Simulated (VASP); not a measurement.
# CsPbI2Br (P4mm) in VASP: further runs

CsPbI2Br is run at these levels: PBE; tasks: single point.

Everything below comes from runs of VASP 6.6.1. Logs are shortened: lines on timing, memory, paths and dates and some standing lists are left out, and cuts for length are marked.

**1. The cell of the first run**

It takes space group P4mm (No. 99, tetragonal). The conventional cell has a = 6.375 Å, b = 6.375 Å, c = 5.962 Å, α = 90.00°, β = 90.00°, γ = 90.00°. Within 5.5 Å of Cs (site symmetry 4mm) lie 8 I at 4.04 to 4.72 Å and 4 Br at 4.51 Å and 8 Pb at 5.40 Å. Pb (site symmetry 4mm) has 2 Br at 2.98 Å and 4 I at 3.23 Å within 3.9 Å. I (site symmetry 2mm) has 2 Pb at 3.23 Å and 2 Cs at 4.04 Å and 2 Br at 4.04 Å within 4.2 Å. Within 4.1 Å of Br (site symmetry 4mm) lie 2 Pb at 2.98 Å and 4 I at 4.04 Å.

**2. Single point, PBE (all I atoms moved -0.500 Å, as atom 3 along Cartesian [0 0 1])**

INCAR reads:

```
PREC = Accurate
ENCUT = 520
EDIFF = 1E-6
ISMEAR = 0
SIGMA = 0.05
LREAL = F
LASPH = T
NELM = 60
ALGO = Normal
ISIF = 2
LWAVE = F
LCHARG = T
GGA = PE
LELF = T
LVHAR = T
NBANDS = 30
```

KPOINTS reads:

```
regular mesh
0
Gamma
  4 4 6
```

POSCAR reads:

```
CsPbI2Br
1.0
    6.3752960000      0.0000000000      0.0000000000
    0.0000000000      6.3752960000      0.0000000000
    0.0000000000      0.0000000000      5.9622200000
Cs Pb I Br
1 1 2 1
Direct
    0.5000000000      0.5000000000      0.5000000000
    0.0000000000      0.0000000000      0.0000000000
    0.0000000000      0.5000000000     -0.0838613805
    0.5000000000      0.0000000000     -0.0838613805
    0.0000000000      0.0000000000      0.5000000000
```

Potentials or basis: VASP PAW PBE potentials, release 64 (Cs_sv, Pb_d, I, Br).

Started as:

```console
$ cat potpaw_PBE.64/Cs_sv/POTCAR potpaw_PBE.64/Pb_d/POTCAR potpaw_PBE.64/I/POTCAR potpaw_PBE.64/Br/POTCAR > POTCAR
$ mpirun -np 1 vasp_std > vasp.out
```

OUTCAR:

```text
PREC = Accurate
   ENCUT = 520
   EDIFF = 1E-6
   ISMEAR = 0
   LREAL = F
   LASPH = T
   NELM = 60
   ISIF = 2
   GGA = PE

 ion  position               nearest neighbor table
   1  0.500  0.500  0.500-
   2  0.000  0.000  0.000-   5 2.98   5 2.98   3 3.23   4 3.23   3 3.23   4 3.23
   3  0.000  0.500  0.916-   2 3.23   2 3.23
   4  0.500  0.000  0.916-   2 3.23   2 3.23
   5  0.000  0.000  0.500-   2 2.98   2 2.98

  LATTYP: Found a simple tetragonal cell.
 ALAT       =     6.3752960000
 C/A-ratio  =     0.9352067731

  Lattice vectors:

 A1 = (   6.3752960000,   0.0000000000,   0.0000000000)
 A2 = (   0.0000000000,   6.3752960000,   0.0000000000)
 A3 = (   0.0000000000,   0.0000000000,   5.9622200000)

Analysis of symmetry for initial positions (statically):
=====================================================================
 Subroutine PRICEL returns:
 Original cell was already a primitive cell.

 Routine SETGRP: Setting up the symmetry group for a
 simple tetragonal supercell.

 Subroutine GETGRP returns: Found  8 space group operations
 (whereof  8 operations were pure point group operations)
 out of a pool of 16 trial point group operations.

The static configuration has the point symmetry C_4v.

Analysis of symmetry for dynamics (positions and initial velocities):
=====================================================================
 Subroutine PRICEL returns:
 Original cell was already a primitive cell.

 Routine SETGRP: Setting up the symmetry group for a
 simple tetragonal supercell.

 Subroutine GETGRP returns: Found  8 space group operations
 (whereof  8 operations were pure point group operations)
 out of a pool of 16 trial point group operations.

The dynamic configuration has the point symmetry C_4v.

 Subroutine INISYM returns: Found  8 space group operations
 (whereof  8 operations are pure point group operations),
 and found     1 'primitive' translations

----------------------------------------------------------------------------------------

                                     Primitive cell

  volume of cell :     242.3308

  direct lattice vectors                    reciprocal lattice vectors
     6.375296000  0.000000000  0.000000000     0.156855462  0.000000000  0.000000000
     0.000000000  6.375296000  0.000000000     0.000000000  0.156855462  0.000000000
     0.000000000  0.000000000  5.962220000     0.000000000  0.000000000  0.167722761

  length of vectors
     6.375296000  6.375296000  5.962220000     0.156855462  0.156855462  0.167722761

  position of ions in fractional coordinates (direct lattice)
     0.500000000  0.500000000  0.500000000
     0.000000000  0.000000000  0.000000000
     0.000000000  0.500000000  0.916138620
     0.500000000  0.000000000  0.916138620
     0.000000000  0.000000000  0.500000000

  ion indices of the primitive-cell ions
   primitive index   ion index
                 1           1
                 2           2
                 3           3
                 4           4
                 5           5

----------------------------------------------------------------------------------------

 KPOINTS: regular mesh

Automatic generation of k-mesh.
 Grid dimensions read from file:
 generate k-points for:    4    4    6

 Generating k-lattice:

  Cartesian coordinates                     Fractional coordinates (reciprocal lattice)
     0.039213866  0.000000000  0.000000000     0.250000000  0.000000000  0.000000000
     0.000000000  0.039213866  0.000000000     0.000000000  0.250000000  0.000000000
     0.000000000  0.000000000  0.027953793     0.000000000  0.000000000  0.166666667

  Length of vectors
     0.039213866  0.039213866  0.027953793

  Shift w.r.t. Gamma in fractional coordinates (k-lattice)
     0.000000000  0.000000000  0.000000000

 Subroutine IBZKPT returns following result:
 ===========================================

 Found     24 irreducible k-points:

 Following reciprocal coordinates:
            Coordinates               Weight
  0.000000  0.000000  0.000000      1.000000
  0.250000  0.000000  0.000000      4.000000
  0.500000  0.000000  0.000000      2.000000
  0.250000  0.250000  0.000000      4.000000
  0.500000  0.250000  0.000000      4.000000
  0.500000  0.500000  0.000000      1.000000
[... 16 lines left out ...]
  0.500000  0.250000  0.500000      4.000000
  0.500000  0.500000  0.500000      1.000000
   k-points           NKPTS =     24   k-points in BZ     NKDIM =     24   number of bands    NBANDS=     30
   number of dos      NEDOS =    301   number of ions     NIONS =      5
   total plane-waves  NPLWV = 110592
   dimension x,y,z NGX =    48 NGY =   48 NGZ =   48
   dimension x,y,z NGXF=    96 NGYF=   96 NGZF=   96
   ions per type =               1   1   2   1
   NGX,Y,Z   is equivalent  to a cutoff of  12.52, 12.52, 13.38 a.u.
   NGXF,Y,Z  is equivalent  to a cutoff of  25.03, 25.03, 26.77 a.u.
 SYSTEM =  unknown system
   PREC   = accura    normal or accurate (medium, high low for compatibility)
   ISTART =      0    job   : 0-new  1-cont  2-samecut
   ICHARG =      2    charge: 1-file 2-atom 10-const
   ISPIN  =      1    spin polarized calculation?
   LNONCOLLINEAR =      F non collinear calculations
   LSORBIT =      F    spin-orbit coupling
   LASPH  =      T    aspherical Exc in radial PAW
   ENCUT  =  520.0 eV  38.22 Ry    6.18 a.u.  11.85 11.85 11.09*2*pi/ulx,y,z
   NELM   =     60;   NELMIN=  2; NELMDL= -5     # of ELM steps
   EDIFF  = 0.1E-05   stopping-criterion for ELM
   LREAL  =      F    real-space projection
   EDIFFG = 0.1E-04   stopping-criterion for IOM
   NSW    =      0    number of steps for IOM
   IBRION =     -1    ionic relax: 0-MD 1-quasi-New 2-CG
   NFREE  =      0    steps in history (QN), initial steepest desc. (CG)
   ISIF   =      2    stress and relaxation
   ISYM   =      2    0-nonsym 1-usesym 2-fastsym
   POTIM  = 0.5000    time-step for ionic-motion
   TEBEG  =    0.0;   TEEND  =   0.0 temperature during run
   PSTRESS=    0.0 pullay stress
   NELECT =      44.0000    total number of electrons
   NUPDOWN=      -1.0000    fix difference up-down
   EMIN   =  10.00;   EMAX   =-10.00  energy-range for DOS
   EFERMI =   0.00;   METHOD = LEGACY
   ISMEAR =     0;   SIGMA  =   0.05  broadening in eV -4-tet -1-fermi 0-gaus
   EFERMI_NEDOS =   21; number of points for ismear=-14 and -15
   IALGO  =     38    algorithm
   IMIX   =      4    mixing-type and parameters
     AMIX     =   0.40;   BMIX     =  1.00
     AMIX_MAG =   1.60;   BMIX_MAG =  1.00
  volume/ion in A,a.u.               =      48.47       327.07
  Fermi-wavevector in a.u.,A,eV,Ry     =   0.927021  1.751815 11.692406  0.859368
  Thomas-Fermi vector in A             =   2.053046
   LORBIT       =      0    0 simple, 1 ext, 2 COOP (PROOUT), +10 PAW based schemes
   GGA     = PE    functional components
   LHFCALC =     F    Hartree Fock is set to
   AEXX    =    0.0000 exact exchange contribution
   IVDW    =     0    specifies the selected vdW correction
   LEPSILON=     F    determine dielectric tensor
   LRPA    =     F    only Hartree local field effects (RPA)
 non-spin polarized calculation
 Gauss-broadening in eV      SIGMA  =   0.05
  energy-cutoff  :      520.00
  volume of cell :      242.33
 maximum number of plane-waves:      6558
 NGX is ok and might be reduce to    48
   NGX = 23   NGY = 23   NGZ = 23

 number of electron      43.9999998 magnetization

 Free energy of the ion-electron system (eV)
  ---------------------------------------------------
  ext. energy  EPLUGINS =         0.00000000
  ---------------------------------------------------
  free energy    TOTEN  =       -14.57540895 eV

  energy without entropy =      -14.57540895  energy(sigma->0) =      -14.57540895

 E-fermi :   0.9930     XC(G=0):  -7.3032

 val. band max:        0.7874108385   @ k =   0.5000   0.5000   0.5000
 cond. band min:       2.8257493124   @ k =   0.5000   0.5000   0.5000
 fundamental gap:      2.0383384740
 Fermi energy:         0.9930352234

 k-point     1 :       0.0000    0.0000    0.0000
  band No.  band energies     occupation
      1     -20.0595      2.00000
      2     -15.4817      2.00000
      3     -15.4573      2.00000
      4     -15.4172      2.00000
      5     -15.4015      2.00000
      6     -15.4015      2.00000
[... 22 lines left out ...]
     29       6.9357      0.00000
     30       7.0007      0.00000

 k-point     2 :       0.2500    0.0000    0.0000
  band No.  band energies     occupation
      1     -20.0593      2.00000
      2     -15.4809      2.00000
      3     -15.4539      2.00000
      4     -15.4174      2.00000
      5     -15.4018      2.00000
      6     -15.4015      2.00000
[... 22 lines left out ...]
     29       6.8375      0.00000
     30       6.8571      0.00000

 k-point     3 :       0.5000    0.0000    0.0000
  band No.  band energies     occupation
      1     -20.0591      2.00000
      2     -15.4802      2.00000
      3     -15.4502      2.00000
      4     -15.4176      2.00000
      5     -15.4023      2.00000
      6     -15.4015      2.00000
[... 22 lines left out ...]
     29       6.8369      0.00000
     30       7.1955      0.00000

 k-point     4 :       0.2500    0.2500    0.0000
  band No.  band energies     occupation
      1     -20.0591      2.00000
      2     -15.4799      2.00000
      3     -15.4506      2.00000
      4     -15.4176      2.00000
      5     -15.4018      2.00000
      6     -15.4018      2.00000
[... 616 lines left out ...]
     29       6.9561      0.00000
     30       7.1153      0.00000

 k-point    23 :       0.5000    0.2500    0.5000
  band No.  band energies     occupation
      1     -20.0584      2.00000
      2     -15.4473      2.00000
      3     -15.4314      2.00000
      4     -15.4177      2.00000
      5     -15.4030      2.00000
      6     -15.4026      2.00000
[... 22 lines left out ...]
     29       6.7223      0.00000
     30       7.1810      0.00000

 k-point    24 :       0.5000    0.5000    0.5000
  band No.  band energies     occupation
      1     -20.0582      2.00000
      2     -15.4436      2.00000
      3     -15.4306      2.00000
      4     -15.4179      2.00000
      5     -15.4030      2.00000
      6     -15.4030      2.00000
[... 22 lines left out ...]
     29       6.3784      0.00000
     30       7.2823      0.00000

------------------------ aborting loop because EDIFF is reached ----------------------------------------

  FORCE on cell =-STRESS in cart. coord.  units (eV):
  Direction    XX          YY          ZZ          XY          YZ          ZX
  --------------------------------------------------------------------------------------
  -------------------------------------------------------------------------------------
  Total        0.2954007      0.2954007      0.6071483      0.0000000      0.0000000      0.0000000
  in kB        1.9530503      1.9530503      4.0141782      0.0000000      0.0000000      0.0000000
  external PRESSURE =       2.6400929 kB  Pullay stress =       0.0000000 kB

 VOLUME and BASIS-vectors are now :
 -----------------------------------------------------------------------------
  energy-cutoff  :      520.00
  volume of cell :      242.33
      direct lattice vectors                 reciprocal lattice vectors
     6.375296000  0.000000000  0.000000000     0.156855462  0.000000000  0.000000000
     0.000000000  6.375296000  0.000000000     0.000000000  0.156855462  0.000000000
     0.000000000  0.000000000  5.962220000     0.000000000  0.000000000  0.167722761

 POSITION                                       TOTAL-FORCE (eV/Angst)
 -----------------------------------------------------------------------------------
      3.18765      3.18765      2.98111         0.000000     -0.000000     -0.047157
      0.00000      0.00000      0.00000         0.000000      0.000000     -0.014593
      0.00000      3.18765      5.46222         0.000000      0.000000      0.154270
      3.18765      0.00000      5.46222         0.000000      0.000000      0.154270
      0.00000      0.00000      2.98111         0.000000      0.000000     -0.246790
 -----------------------------------------------------------------------------------
    total drift:                                0.000000     -0.000000      0.000733

  FREE ENERGIE OF THE ION-ELECTRON SYSTEM (eV)
  ---------------------------------------------------
  free  energy   TOTEN  =       -14.5754089455 eV

  energy  without entropy=      -14.5754089455  energy(sigma->0) =      -14.57540895
```

It took 1.9 min on 1 thread of Intel Xeon 6975P-C (Granite Rapids), shared host; peak memory 0.45 GiB.

What came out:

```
Free energy            : -14.5754 eV
Pressure               : 0.3 GPa
Largest force          : 0.247 eV/Å
Band gap on the k mesh : 2.04 eV
```

Forces on the atoms (eV/Å):
```
Cs   0.000  0.000 -0.047
Pb   0.000  0.000 -0.015
I    0.000  0.000  0.154
I    0.000  0.000  0.154
Br   0.000  0.000 -0.247
```

Levels at points of the mesh, in eV from the valence-band top:
| k point | band 19 | band 20 | band 21 | band 22 | band 23 | band 24 | band 25 | band 26 |
| --- | --- | --- | --- | --- | --- | --- | --- | --- |
| (0.00, 0.00, 0.00) | -0.86 | -0.86 | -0.78 | -0.78 | 3.60 | 4.56 | 4.67 | 4.67 |
| (0.50, 0.00, 0.00) | -1.01 | -0.90 | -0.90 | -0.49 | 2.85 | 4.72 | 4.84 | 5.10 |
| (0.50, 0.50, 0.00) | -1.08 | -0.92 | -0.45 | -0.16 | 2.53 | 2.53 | 5.43 | 5.67 |
| (0.00, 0.00, 0.50) | -1.06 | -0.88 | -0.88 | -0.59 | 2.80 | 5.00 | 5.00 | 5.38 |
| (0.50, 0.00, 0.50) | -1.17 | -1.13 | -0.56 | -0.13 | 2.41 | 2.63 | 4.79 | 5.50 |
| (0.50, 0.50, 0.50) | -0.58 | -0.58 | -0.42 | 0.00 | 2.04 | 2.04 | 2.53 | 4.62 |

Caveat: the cell differs from its parent crystal (all I atoms moved -0.500 Å, as atom 3 along Cartesian [0 0 1]); spin-orbit coupling is left out, which moves the levels of the heavy elements. A k mesh can miss the band edges.

**3. Single point, PBE (all I atoms moved +0.375 Å, as atom 3 along Cartesian [0 0 1])**

INCAR reads:

```
PREC = Accurate
ENCUT = 520
EDIFF = 1E-6
ISMEAR = 0
SIGMA = 0.05
LREAL = False
LASPH = True
NELM = 80
ALGO = Normal
ISIF = 2
LWAVE = False
LCHARG = False
GGA = PE
NBANDS = 30
```

KPOINTS reads:

```
Automatic mesh
0
Gamma
  4 4 6
```

Edit POSCAR of step 2 so:

```diff
@@ -10,4 +10,4 @@
     0.0000000000      0.0000000000      0.0000000000
-    0.0000000000      0.5000000000     -0.0838613805
-    0.5000000000      0.0000000000     -0.0838613805
+    0.0000000000      0.5000000000      0.0628960354
+    0.5000000000      0.0000000000      0.0628960354
     0.0000000000      0.0000000000      0.5000000000
```

Potentials or basis: VASP PAW PBE potentials, release 64 (Cs_sv, Pb_d, I, Br).

Started as:

```console
$ cat potpaw_PBE.64/Cs_sv/POTCAR potpaw_PBE.64/Pb_d/POTCAR potpaw_PBE.64/I/POTCAR potpaw_PBE.64/Br/POTCAR > POTCAR
$ mpirun -np 1 vasp_std > vasp.out
```

Wall time 2 min (1 thread of Intel Xeon 6975P-C (Granite Rapids), shared host); peak memory 0.45 GiB.

It converged, with:

```
Free energy            : -14.6060 eV
Pressure               : 0.3 GPa
Largest force          : 0.179 eV/Å
Band gap on the k mesh : 1.82 eV
```

Forces in eV/Å, atoms in the order of the input:
```
Cs   0.000  0.000  0.024
Pb   0.000  0.000 -0.016
I    0.000  0.000 -0.094
I    0.000  0.000 -0.094
Br   0.000  0.000  0.179
```

Levels at points of the mesh, in eV from the valence-band top:
```csv
k point,band 20,band 21,band 22,band 23,band 24,band 25
"(0.00, 0.00, 0.00)",-1.03,-0.97,-0.97,3.43,4.35,4.72
"(0.50, 0.00, 0.00)",-1.11,-1.07,-0.66,2.62,4.61,4.92
"(0.50, 0.50, 0.00)",-1.11,-0.61,-0.28,2.30,2.30,5.19
"(0.00, 0.00, 0.50)",-1.06,-1.06,-0.81,2.71,5.06,5.06
"(0.50, 0.00, 0.50)",-1.32,-0.74,-0.26,2.22,2.45,4.81
"(0.50, 0.50, 0.50)",-0.74,-0.58,0.00,1.82,1.82,2.20
```

Caveat: the cell differs from its parent crystal (all I atoms moved +0.375 Å, as atom 3 along Cartesian [0 0 1]); spin-orbit coupling is left out, which moves the levels of the heavy elements. A k mesh can miss the band edges.

(Continued in part 2 of 2.)
